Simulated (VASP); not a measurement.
# MnO in VASP: further runs, part 2 of 2

VASP 6.6.1.

## 4. Single point, PBE+U, collinear spin, antiferromagnetic start

File INCAR:

```
SYSTEM = MnO
  PREC = Accurate
  ENCUT = 520
  EDIFF = 1E-6
  ISMEAR = 0
  SIGMA = 0.05
  LREAL = .False.
  LASPH = .True.
  NELM = 150
  ALGO = Normal
  ISIF = 2
  LWAVE = .False.
  LCHARG = .False.
  ISPIN = 2
  MAGMOM = 5 -5 0 0
  LORBIT = 11
  LMAXMIX = 4
  LDAU = .True.
  LDAUTYPE = 2
  LDAUL = 2 -1
  LDAUU = 3.9 0
  LDAUJ = 0 0
  LDAUPRINT = 1
  GGA = PE
  NBANDS = 31
```

File KPOINTS:

```
Automatic mesh
0
Gamma
  12 12 6
  0 0 0
```

File POSCAR:

```
MnO
1.0
    0.0000000000      2.2695972285      2.2695972285
    2.2695972285      0.0000000000      2.2695972285
    4.4801717668      4.4801717668      0.0590226902
Mn O
2 2
Direct
    0.0000000000      0.0000000000      0.0000000000
    0.0000000000      0.0000000000      0.5000000000
    0.5000000006      0.5000000006      0.2499999991
    0.4999999994      0.4999999994      0.7500000009
```

Potentials or basis: VASP PAW PBE potentials, release 64 (Mn_pv, O).

Command:

```
> cat potpaw_PBE.64/Mn_pv/POTCAR potpaw_PBE.64/O/POTCAR > POTCAR
> mpirun -np 1 vasp_std > vasp.out
```

OUTCAR:

```text
SYSTEM = MnO
   PREC = Accurate
   ENCUT = 520
   EDIFF = 1E-6
   ISMEAR = 0
   LREAL = .False.
   LASPH = .True.
   NELM = 150
   ISIF = 2
   ISPIN = 2
   LORBIT = 11
   GGA = PE

 ion  position               nearest neighbor table
   1  0.000  0.000  0.000-   3 2.25   3 2.25   4 2.25   4 2.25   3 2.25   4 2.25   2 3.17   2 3.17
                             2 3.17   2 3.17   2 3.17   2 3.17
   2  0.000  0.000  0.500-   3 2.25   4 2.25   3 2.25   4 2.25   4 2.25   3 2.25   1 3.17   1 3.17
                             1 3.17   1 3.17   1 3.17   1 3.17
   3  0.500  0.500  0.250-   1 2.25   1 2.25   1 2.25   2 2.25   2 2.25   2 2.25
   4  0.500  0.500  0.750-   1 2.25   1 2.25   1 2.25   2 2.25   2 2.25   2 2.25

  LATTYP: Found a trigonal (rhomboedric) cell.
 ALAT       =     5.4630777625
 COS(alpha) =     0.8274071421

  Lattice vectors:

 A1 = (   4.4801717668,   2.2105745383,  -2.2105745383)
 A2 = (   2.2105745383,   2.2105745383,  -4.4801717668)
 A3 = (   2.2105745383,   4.4801717668,  -2.2105745383)

Analysis of symmetry for initial positions (statically):
=====================================================================
 Subroutine PRICEL returns following result:

  LATTYP: Found a trigonal (rhomboedric) cell.
 ALAT       =     3.1680972917
 COS(alpha) =     0.4867835545
[... 12 lines left out ...]
 Subroutine GETGRP returns: Found 12 space group operations
 (whereof 12 operations were pure point group operations)
 out of a pool of 12 trial point group operations.

The static configuration has the point symmetry D_3d.

Analysis of symmetry for dynamics (positions and initial velocities):
=====================================================================
 Subroutine PRICEL returns following result:

  LATTYP: Found a trigonal (rhomboedric) cell.
 ALAT       =     3.1680972917
 COS(alpha) =     0.4867835545
[... 12 lines left out ...]
 Subroutine GETGRP returns: Found 12 space group operations
 (whereof 12 operations were pure point group operations)
 out of a pool of 12 trial point group operations.

The dynamic configuration has the point symmetry D_3d.

[... 237 lines left out ...]
  ext. energy  EPLUGINS =         0.00000000
  ---------------------------------------------------
  free energy    TOTEN  =       -31.10103711 eV

  energy without entropy =      -31.10103711  energy(sigma->0) =      -31.10103711

 E-fermi :   5.7231     XC(G=0): -11.5758

 val. band max:        5.4358557880   @ k =   0.0000   0.0000   0.5000
 cond. band min:       7.0591819366   @ k =   0.0000   0.0000   0.0000
 fundamental gap:      1.6233261486
 Fermi energy:         5.7230764249

 spin component 1

 k-point     1 :       0.0000    0.0000    0.0000
  band No.  band energies     occupation
      1     -43.4549      1.00000
      2     -43.4133      1.00000
      3     -43.4133      1.00000
      4     -38.5271      1.00000
      5     -38.4860      1.00000
      6     -38.4859      1.00000
[... 1625 lines left out ...]
     30      17.9835      0.00000
     31      19.9674      0.00000

 [... further k-points ...]

------------------------ aborting loop because EDIFF is reached ----------------------------------------

  FORCE on cell =-STRESS in cart. coord.  units (eV):
  Direction    XX          YY          ZZ          XY          YZ          ZX
  --------------------------------------------------------------------------------------
  -------------------------------------------------------------------------------------
  Total       -0.4260062     -0.4260062     -0.4260062      0.0055990     -0.0055990     -0.0055990
  in kB      -14.8858774    -14.8858774    -14.8858774      0.1956439     -0.1956439     -0.1956439
  external PRESSURE =     -14.8858774 kB  Pullay stress =       0.0000000 kB

 VOLUME and BASIS-vectors are now :
 -----------------------------------------------------------------------------
  energy-cutoff  :      520.00
  volume of cell :       45.85
      direct lattice vectors                 reciprocal lattice vectors
     0.000000000  2.269597228  2.269597228    -0.221764189  0.218842623  0.221764189
     2.269597228  0.000000000  2.269597228     0.218842623 -0.221764189  0.221764189
     4.480171767  4.480171767  0.059022690     0.112342878  0.112342878 -0.112342878

 POSITION                                       TOTAL-FORCE (eV/Angst)
 -----------------------------------------------------------------------------------
      0.00000      0.00000      0.00000         0.000000      0.000000      0.000000
      2.24009      2.24009      0.02951        -0.000000     -0.000000      0.000000
      2.25484      2.25484      2.28435        -0.000000     -0.000000     -0.000000
      4.49493      4.49493      2.31386        -0.000000     -0.000000      0.000000
 -----------------------------------------------------------------------------------
    total drift:                                0.000000     -0.000000      0.000000

  FREE ENERGIE OF THE ION-ELECTRON SYSTEM (eV)
  ---------------------------------------------------
  free  energy   TOTEN  =       -31.1010371056 eV

  energy  without entropy=      -31.1010371056  energy(sigma->0) =      -31.10103711

 total charge

# of ion       s       p       d       tot
------------------------------------------
    1        0.198   6.167   4.943  11.309
    2        0.198   6.167   4.943  11.309
    3        1.555   3.430   0.000   4.986
    4        1.555   3.430   0.000   4.986
--------------------------------------------------
tot          3.507  19.196   9.886  32.588

 magnetization (x)

# of ion       s       p       d       tot
------------------------------------------
    1        0.022   0.020   4.538   4.580
    2       -0.022  -0.020  -4.538  -4.580
    3        0.000   0.000   0.000   0.000
    4        0.000   0.000   0.000   0.000
--------------------------------------------------
tot         -0.000   0.000   0.000  -0.000
```

Run time: 6 min. Hardware: 1 thread of Oxide Virtual Turin-like, shared host; peak memory 0.29 GiB.

What came out:

- Free energy: -31.1010 eV
- Pressure: -1.5 GPa
- Band gap on the k mesh: 1.62 eV
- Net moment: 0.00 μB per cell
- Site moments: Mn +4.58, -4.58; O +0.00 μB
- Valence electrons inside the program's atomic spheres: Mn 11.31; O 4.99

Levels at points of the mesh, in eV from the valence-band top:
Spin up:
| k point | band 15 | band 16 | band 17 | band 18 | band 19 | band 20 | band 21 | band 22 | band 23 | band 24 |
| --- | --- | --- | --- | --- | --- | --- | --- | --- | --- | --- |
| (0.00, 0.00, 0.00) | -1.58 | -1.58 | -1.47 | -0.56 | -0.56 | 1.62 | 4.74 | 4.81 | 4.81 | 5.45 |
| (0.50, 0.00, 0.00) | -2.48 | -2.37 | -2.00 | -0.36 | -0.28 | 3.90 | 5.52 | 5.56 | 5.67 | 5.90 |
| (0.00, 0.00, 0.50) | -2.22 | -2.22 | -2.08 | 0.00 | 0.00 | 3.84 | 4.00 | 4.75 | 4.75 | 4.94 |
| (0.50, 0.00, 0.50) | -2.67 | -2.37 | -1.82 | -0.57 | -0.26 | 3.70 | 5.33 | 5.65 | 5.69 | 5.90 |
Spin down:
```
           k point  band 17  band 18  band 19  band 20  band 21  band 22
(0.00, 0.00, 0.00)    -1.47    -0.56    -0.56     1.62     4.74     4.81
(0.50, 0.00, 0.00)    -2.00    -0.36    -0.28     3.90     5.52     5.56
(0.00, 0.00, 0.50)    -2.08     0.00     0.00     3.84     4.00     4.75
(0.50, 0.00, 0.50)    -1.82    -0.57    -0.26     3.70     5.33     5.65
```

Eigenvalues of the final occupation matrices:
```
    site  spin  trace               eigenvalues
site 1 d     1   4.75  0.94 0.94 0.94 0.97 0.97
site 1 d     2   0.21  0.02 0.02 0.02 0.08 0.08
site 2 d     1   0.21  0.02 0.02 0.02 0.08 0.08
site 2 d     2   4.75  0.94 0.94 0.94 0.97 0.97
```
